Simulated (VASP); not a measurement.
A run of VASP 6.6.1 is set up as follows.

POSCAR

```
CdSe
1.0
    3.0667787416      3.0667787416      0.0000000000
   -3.0667787416      3.0667787416      0.0000000000
    0.0000000000      3.0667787416      3.0667787416
Cd Se
1 1
Direct
    0.0000000000      0.0000000000      0.0000000000
    0.7500000000      0.2500000000      0.5000000000
```

The input INCAR.step1:

```
PREC = Accurate
ENCUT = 520
ISMEAR = -1
SIGMA = 0.05
LREAL = False
LASPH = True
NELM = 60
NBANDS = 16
GGA = PE
ALGO = Normal
EDIFF = 1E-4
LWAVE = True
LCHARG = False
```

The input INCAR.step2:

```
PREC = Accurate
ENCUT = 520
EDIFF = 1E-7
ISMEAR = -1
SIGMA = 0.05
LREAL = False
LASPH = True
NELM = 60
ALGO = Normal
ISIF = 2
LWAVE = False
LCHARG = False
METAGGA = R2SCAN
LMIXTAU = True
NBANDS = 16
ISTART = 1
```

The input KPOINTS:

```
Automatic mesh
0
Gamma
  10 10 10
```

Potentials or basis: VASP PAW PBE potentials, release 64 (Cd, Se).

Run with:

```bash
$ cat potpaw_PBE.64/Cd/POTCAR potpaw_PBE.64/Se/POTCAR > POTCAR
$ cp INCAR.step1 INCAR
$ mpirun -np 1 vasp_std > vasp.out
$ cp INCAR.step2 INCAR
$ mpirun -np 1 vasp_std > vasp.out
```

Q: Estimate the pressure.

A: 0.2 GPa.

Q: Predict the band gap on the k mesh.

A: 1.03 eV.

Caveat: the PAW data sets were made with another functional, which shifts forces and pressure a little.
